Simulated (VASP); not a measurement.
# CaCl (P4/mmm) in VASP: a series of runs, part 2 of 2

VASP 6.6.1. The steps go on from the part before.

### 3 Single point, PBE

This run uses another cell than the first one, of 26.17 Å³/atom, 1.005 times its volume.

INCAR

```
SYSTEM = CaCl
PREC = Accurate
ENCUT = 520
EDIFF = 1E-7
ISMEAR = 0
SIGMA = 0.1
LREAL = .FALSE.
LASPH = .TRUE.
NELM = 60
ALGO = Normal
ISIF = 2
LWAVE = .FALSE.
LCHARG = .FALSE.
GGA = PE
NBANDS = 16
```

KPOINTS

```
regular mesh
0
G
  16 16 12
  0 0 0
```

POSCAR

```
CaCl
1.0
    3.5150554099      0.0000000000      0.0000000000
    0.0000000000      3.5150554099      0.0000000000
    0.0000000000      0.0000000000      4.2364181335
Ca Cl
1 1
Direct
    0.5000000000      0.5000000000      0.5000000000
    0.0000000000      0.0000000000      0.0000000000
```

Potentials or basis: VASP PAW PBE potentials, release 64 (Ca_sv, Cl).

Command:

```sh
$ cat potpaw_PBE.64/Ca_sv/POTCAR potpaw_PBE.64/Cl/POTCAR > POTCAR
$ mpirun -np 1 vasp_std > vasp.out
```

OUTCAR:

```text
SYSTEM = CaCl
   PREC = Accurate
   ENCUT = 520
   EDIFF = 1E-7
   ISMEAR = 0
   LREAL = .FALSE.
   LASPH = .TRUE.
   NELM = 60
   ISIF = 2
   GGA = PE

 ion  position               nearest neighbor table
   1  0.500  0.500  0.500-
   2  0.000  0.000  0.000-

  LATTYP: Found a simple tetragonal cell.
 ALAT       =     3.5150554099
 C/A-ratio  =     1.2052208684

  Lattice vectors:

 A1 = (   3.5150554099,   0.0000000000,   0.0000000000)
 A2 = (   0.0000000000,   3.5150554099,   0.0000000000)
 A3 = (   0.0000000000,   0.0000000000,   4.2364181335)

Analysis of symmetry for initial positions (statically):
=====================================================================
 Subroutine PRICEL returns:
 Original cell was already a primitive cell.

 Routine SETGRP: Setting up the symmetry group for a
 simple tetragonal supercell.

 Subroutine GETGRP returns: Found 16 space group operations
 (whereof 16 operations were pure point group operations)
 out of a pool of 16 trial point group operations.

The static configuration has the point symmetry D_4h.

Analysis of symmetry for dynamics (positions and initial velocities):
=====================================================================
 Subroutine PRICEL returns:
 Original cell was already a primitive cell.

 Routine SETGRP: Setting up the symmetry group for a
 simple tetragonal supercell.

 Subroutine GETGRP returns: Found 16 space group operations
 (whereof 16 operations were pure point group operations)
 out of a pool of 16 trial point group operations.

The dynamic configuration has the point symmetry D_4h.

 Subroutine INISYM returns: Found 16 space group operations
 (whereof 16 operations are pure point group operations),
 and found     1 'primitive' translations

----------------------------------------------------------------------------------------

[... 104 lines left out ...]
   NUPDOWN=      -1.0000    fix difference up-down
   EMIN   =  10.00;   EMAX   =-10.00  energy-range for DOS
   EFERMI =   0.00;   METHOD = LEGACY
   ISMEAR =     0;   SIGMA  =   0.10  broadening in eV -4-tet -1-fermi 0-gaus
   EFERMI_NEDOS =   21; number of points for ismear=-14 and -15
   IALGO  =     38    algorithm
   IMIX   =      4    mixing-type and parameters
     AMIX     =   0.40;   BMIX     =  1.00
     AMIX_MAG =   1.60;   BMIX_MAG =  1.00
  volume/ion in A,a.u.               =      26.17       176.62
  Fermi-wavevector in a.u.,A,eV,Ry     =   1.125305  2.126517 17.229199  1.266310
  Thomas-Fermi vector in A             =   2.261981
   LORBIT       =      0    0 simple, 1 ext, 2 COOP (PROOUT), +10 PAW based schemes
   GGA     = PE    functional components
   LHFCALC =     F    Hartree Fock is set to
   AEXX    =    0.0000 exact exchange contribution
   IVDW    =     0    specifies the selected vdW correction
   LEPSILON=     F    determine dielectric tensor
   LRPA    =     F    only Hartree local field effects (RPA)
 non-spin polarized calculation
 Gauss-broadening in eV      SIGMA  =   0.10
  energy-cutoff  :      520.00
  volume of cell :       52.34
 maximum number of plane-waves:      1432
 NGX is ok and might be reduce to    28
   NGX = 13   NGY = 13   NGZ = 15

 number of electron      16.9999996 magnetization

 Free energy of the ion-electron system (eV)
  ---------------------------------------------------
  ext. energy  EPLUGINS =         0.00000000
  ---------------------------------------------------
  free energy    TOTEN  =        -6.11505395 eV

  energy without entropy =       -6.10604570  energy(sigma->0) =       -6.11054983

 E-fermi :   5.3766     XC(G=0):  -8.8511

 val. band max:        5.3751192715   @ k =   0.1875   0.0000   0.4167
 cond. band min:       5.3793364153   @ k =   0.5000   0.0000   0.1667
 fundamental gap:      0.0042171437
 Fermi energy:         5.3765749288

 k-point     1 :       0.0000    0.0000    0.0000
  band No.  band energies     occupation
      1     -37.5012      2.00000
      2     -18.5703      2.00000
      3     -18.3859      2.00000
      4     -18.3859      2.00000
      5     -12.6305      2.00000
      6      -0.7160      2.00000
[... 433 lines left out ...]
      3     -18.5421      2.00000
      4     -18.3974      2.00000
      5     -12.2419      2.00000
      6      -2.0802      2.00000
[... 8 lines left out ...]
     15      10.2890      0.00000
     16      10.8862      0.00000

 [... further k-points ...]
[... 5 lines left out ...]
  --------------------------------------------------------------------------------------
  -------------------------------------------------------------------------------------
  Total        0.0113461      0.0113461      0.0185826      0.0000000      0.0000000     -0.0000000
  in kB        0.3472927      0.3472927      0.5687915      0.0000000      0.0000000     -0.0000000
  external PRESSURE =       0.4211256 kB  Pullay stress =       0.0000000 kB

 VOLUME and BASIS-vectors are now :
 -----------------------------------------------------------------------------
  energy-cutoff  :      520.00
  volume of cell :       52.34
      direct lattice vectors                 reciprocal lattice vectors
     3.515055410  0.000000000  0.000000000     0.284490537  0.000000000  0.000000000
     0.000000000  3.515055410  0.000000000     0.000000000  0.284490537  0.000000000
     0.000000000  0.000000000  4.236418133     0.000000000  0.000000000  0.236048466

 POSITION                                       TOTAL-FORCE (eV/Angst)
 -----------------------------------------------------------------------------------
      1.75753      1.75753      2.11821         0.000000      0.000000      0.000000
      0.00000      0.00000      0.00000         0.000000      0.000000      0.000000
 -----------------------------------------------------------------------------------
    total drift:                                0.000000      0.000000      0.000000

  FREE ENERGIE OF THE ION-ELECTRON SYSTEM (eV)
  ---------------------------------------------------
  free  energy   TOTEN  =        -6.1150539511 eV

  energy  without entropy=       -6.1060457009  energy(sigma->0) =       -6.11054983
```

OSZICAR:

```text
N       E                     dE             d eps       ncg     rms          rms(c)
DAV:   1     0.119831601419E+03    0.11983E+03   -0.77200E+03 10088   0.926E+02
DAV:   2     0.134669400633E+01   -0.11848E+03   -0.11234E+03 13080   0.254E+02
DAV:   3    -0.600617017322E+01   -0.73529E+01   -0.72847E+01 17032   0.529E+01
DAV:   4    -0.617250416798E+01   -0.16633E+00   -0.16563E+00 12648   0.652E+00
DAV:   5    -0.617544934690E+01   -0.29452E-02   -0.29446E-02 14144   0.781E-01    0.590E+00
DAV:   6    -0.611487554370E+01    0.60574E-01   -0.85490E-02 11672   0.202E+00    0.352E+00
DAV:   7    -0.611319999120E+01    0.16756E-02   -0.67387E-02 12504   0.203E+00    0.564E-01
DAV:   8    -0.611456492923E+01   -0.13649E-02   -0.44986E-03 10520   0.550E-01    0.126E-01
DAV:   9    -0.611485543305E+01   -0.29050E-03   -0.52801E-04 12336   0.158E-01    0.549E-02
DAV:  10    -0.611503806362E+01   -0.18263E-03   -0.19215E-04 10320   0.942E-02    0.153E-02
DAV:  11    -0.611505323870E+01   -0.15175E-04   -0.26461E-05 11936   0.334E-02    0.419E-03
DAV:  12    -0.611505389006E+01   -0.65136E-06   -0.18985E-06 12152   0.979E-03    0.192E-03
DAV:  13    -0.611505395115E+01   -0.61093E-07   -0.10566E-07 11072   0.191E-03
   1 F= -.61150540E+01 E0= -.61105498E+01  d E =-.900825E-02
```

Wall time 2.4 min (1 thread of Intel Xeon Platinum 8259CL at 2.50GHz (Skylake/Cascade Lake), shared host); peak memory 0.37 GiB.

What came out:

```
Free energy : -6.1151 eV
Pressure    : 0.0 GPa
```

Levels at points of the mesh, in eV from the Fermi level:
```
           k point  band 6  band 7  band 8  band 9  band 10  band 11
(0.00, 0.00, 0.00)   -6.09   -5.14   -5.14   -2.18    -0.21    -0.06
(0.50, 0.00, 0.00)   -7.56   -6.00   -4.99    0.28     1.02     2.17
(0.50, 0.50, 0.00)   -6.79   -6.79   -5.50   -0.19    -0.17     0.93
(0.00, 0.00, 0.50)   -7.47   -5.20   -5.20    0.20     0.54     1.65
(0.50, 0.00, 0.50)   -7.11   -6.56   -4.86   -0.95     0.88     1.92
(0.50, 0.50, 0.50)   -6.91   -6.91   -6.47    1.78     2.15     2.23
```

Caveat: an odd number of electrons without spin polarisation forces a metal; a magnetic or distorted state may lie lower.

### 4 Relaxation of cell and atoms, PBE

INCAR

```
SYSTEM = CaCl
PREC = Accurate
ENCUT = 600
EDIFF = 1E-6
ISMEAR = 0
SIGMA = 0.1
LREAL = .False.
LASPH = .True.
NELM = 80
ALGO = Normal
ISIF = 3
LWAVE = .False.
LCHARG = .False.
GGA = PE
IBRION = 2
NSW = 100
EDIFFG = -0.01
```

KPOINTS

```
Automatic mesh
0
Gamma
  16 16 12
  0 0 0
```

POSCAR

```
CaCl
1.0
    3.4127950421      0.0000000000      0.0000000000
    0.0000000000      3.4127950421      0.0000000000
    0.0000000000      0.0000000000      4.4731992159
Ca Cl
1 1
Direct
    0.5000000000      0.5000000000      0.5000000000
    0.0000000000      0.0000000000      0.0000000000
```

Command:

```sh
$ cat potpaw_PBE.64/Ca_sv/POTCAR potpaw_PBE.64/Cl/POTCAR > POTCAR
$ mpirun -np 1 vasp_std > vasp.out
```

It took 9.6 min on 1 thread of Intel Xeon Platinum 8259CL at 2.50GHz (Skylake/Cascade Lake), shared host; peak memory 0.4 GiB.

It converged, with:

```
Free energy                            : -6.1151 eV
Relaxed volume                         : 26.38 Å³/atom
Relaxed cell                           : a = 3.517 Å, b = 3.517 Å, c = 4.267 Å, α = 90.00°, β = 90.00°, γ = 90.00°
Space group after relaxing (to 0.05 Å) : P4/mmm (No. 123)
Energy gained by relaxing              : 17.7 meV/atom
Ionic steps                            : 7
Pressure after relaxing                : 0.0 GPa
```

The path:
| step | energy change (eV) | largest force (eV/Å) | pressure (GPa) | volume (Å³) |
| --- | --- | --- | --- | --- |
| 1 | 0.0000 | 0.0000 | 0.54 | 52.10 |
| 2 | -0.0262 | 0.0000 | 0.16 | 52.74 |
| 3 | -0.0348 | 0.0000 | -0.15 | 53.33 |
| 4 | -0.0349 | 0.0000 | -0.18 | 53.38 |
| 5 | -0.0349 | 0.0000 | -0.20 | 53.40 |
| 6 | -0.0352 | 0.0000 | -0.10 | 53.10 |
| 7 | -0.0353 | 0.0000 | -0.01 | 52.77 |

Final structure:
```
Ca Cl
1.0
     3.51671    0.00000    0.00000
     0.00000    3.51671    0.00000
     0.00000    0.00000    4.26679
Ca Cl
1 1
Cartesian
  1.7584 1.7584 2.1334
  0.0000 0.0000 0.0000
```

Levels at points of the mesh, in eV from the Fermi level:
| k point | band 4 | band 5 | band 6 | band 7 | band 8 | band 9 | band 10 | band 11 | band 12 |
| --- | --- | --- | --- | --- | --- | --- | --- | --- | --- |
| (0.00, 0.00, 0.00) | -23.77 | -17.94 | -6.06 | -5.08 | -5.08 | -2.20 | -0.18 | -0.01 | 2.61 |
| (0.50, 0.00, 0.00) | -23.75 | -17.59 | -7.48 | -5.96 | -4.93 | 0.28 | 1.01 | 2.18 | 2.41 |
| (0.50, 0.50, 0.00) | -23.91 | -17.37 | -6.73 | -6.73 | -5.45 | -0.18 | -0.13 | 0.93 | 0.93 |
| (0.00, 0.00, 0.50) | -23.77 | -17.80 | -7.40 | -5.13 | -5.13 | 0.20 | 0.49 | 1.67 | 3.04 |
| (0.50, 0.00, 0.50) | -23.75 | -17.59 | -7.05 | -6.50 | -4.80 | -0.94 | 0.89 | 1.94 | 2.34 |
| (0.50, 0.50, 0.50) | -23.94 | -17.31 | -6.84 | -6.84 | -6.40 | 1.73 | 2.19 | 2.25 | 2.25 |

Caveat: an odd number of electrons without spin polarisation forces a metal; a magnetic or distorted state may lie lower.

### 5 Overview

| task | cell | k mesh | cutoff (eV) | gap on the mesh (eV) | pressure (GPa) |
| --- | --- | --- | --- | --- | --- |
| single point | a = 3.413, b = 3.413, c = 4.473 Å, 2 atoms | 6 × 6 × 4 | 520 | none | 0.4 |
| single point | a = 3.515, b = 3.515, c = 4.236 Å, 2 atoms | 16 × 16 × 12 | 520 | none | 0.0 |
| relaxation of cell and atoms | relaxed from a = 3.413, b = 3.413, c = 4.473 Å, 2 atoms | 16 × 16 × 12 | 600 | none | 0.0 |

Alike in all rows: level PBE; potentials or basis VASP PAW PBE potentials, release 64 (Ca_sv, Cl); no spin polarisation; smearing gaussian 0.1 eV.

Caveats: an odd number of electrons without spin polarisation forces a metal; a magnetic or distorted state may lie lower.

Total energies depend on the potentials used, so only differences within one code and one set of settings carry meaning.
